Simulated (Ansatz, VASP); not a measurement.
## One calculation of Si, two programs

The input INCAR:

```
PREC     = Accurate       # precision mode
ENCUT    = 500            # plane-wave cutoff, eV
EDIFF    = 1E-6           # SCF threshold, eV
ISMEAR   = -1             # smearing method
SIGMA    = 0.1            # smearing width, eV
LREAL    = F              # projectors in reciprocal space
LASPH    = T              # aspherical terms in the spheres
NELM     = 120            # most SCF steps
ALGO     = Normal         # electronic algorithm
ISIF     = 2              # what is computed and relaxed
LWAVE    = F              # write WAVECAR
LCHARG   = T              # write CHGCAR
GGA      = PE             # functional
LELF     = T              # ELF
LVHAR    = T            
NBANDS   = 11             # bands
GGA_COMPAT= F
```

KPOINTS

```
regular mesh
0
Gamma
  8 8 8
```

File POSCAR:

```
Si
1.0
    0.0000000000      2.7350000000      2.7350000000
    2.7350000000      0.0000000000      2.7350000000
    2.7350000000      2.7350000000      0.0000000000
Si
2
Direct
    0.0000000000      0.0000000000      0.0000000000
    0.2500000000      0.2500000000      0.2500000000
```

Input for Ansatz:

```yaml
crystal:
  lattice:
    - [0, 2.735, 2.735]
    - [2.735, 0, 2.735]
    - [2.735, 2.735, 0]
  atoms:
    - { symbol: Si, position: [0, 0, 0] }
    - { symbol: Si, position: [0.25, 0.25, 0.25] }
kpoints:
  mp_grid: { grid: [8, 8, 8] }
hamiltonian:
  xc: pbe
  pseudopotentials: { kind: paw }
scf:
  occupations: { method: fermi_dirac, width: 0.1 }
output:
  forces: true
  stress: true
  eigenvalues: true
```

Alike in both runs: task single point; functional PBE; k mesh 8 × 8 × 8; occupations fermi-dirac, width 0.1 eV; no spin polarisation.

```csv
,VASP,Ansatz
version,VASP 6.6.1,Ansatz 0.2.0 development build
potentials or method,"VASP PAW PBE potentials, release 64 (Si)","plane waves, PAW datasets (generated soft set 1)"
plane-wave cutoff (eV),500,420
valence electrons in the cell,8,8
```

```tsv
	VASP	Ansatz	Ansatz less VASP
gap on the k mesh at the Fermi level (eV)	0.65	0.65	-0.002
```
